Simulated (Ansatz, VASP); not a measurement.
# LiNbO3: VASP beside Ansatz

```
Li Nb O
1.0
     2.57580    1.48714    4.62300
    -2.57580    1.48714    4.62300
     0.00000   -2.97428    4.62300
Li Nb O
2 2 6
Direct
  0.28150 0.28150 0.28150
  0.78150 0.78150 0.78150
  0.00006 0.00006 0.00006
  0.50006 0.50006 0.50006
  0.11231 0.35836 0.71959
  0.71959 0.11231 0.35836
  0.35836 0.71959 0.11231
  0.21959 0.85836 0.61231
  0.85836 0.61231 0.21959
  0.61231 0.21959 0.85836
```

Alike in both runs: task relaxation of cell and atoms; functional PBE; k mesh 6 × 6 × 6; occupations gaussian, width 0.02 eV; no spin polarisation.

|  | VASP | Ansatz |
| --- | --- | --- |
| version | VASP 6.6.1 | Ansatz 0.2.0 |
| potentials or method | VASP PAW PBE potentials, release 64 (Li_sv, Nb_sv, O), cutoff 600 eV | scalar-relativistic, plane waves, PAW |
| valence electrons in the cell | 68 | 68 |

Ansatz gave:

| Property | Result |
| --- | --- |
| gap on the k mesh at the Fermi level, each at its own relaxed structure (eV) | 3.57 |
| relaxed volume (Å³/atom) | 10.90 |
| relaxed cell length with the largest relative difference (Å) | 5.550 |

Estimate VASP's values.

gap on the k mesh at the Fermi level, each at its own relaxed structure (eV): 3.54; relaxed volume (Å³/atom): 10.86; relaxed cell length with the largest relative difference (Å): 5.543.

Noted on VASP's run: the cutoff is short for stress, so the pressure is rough.
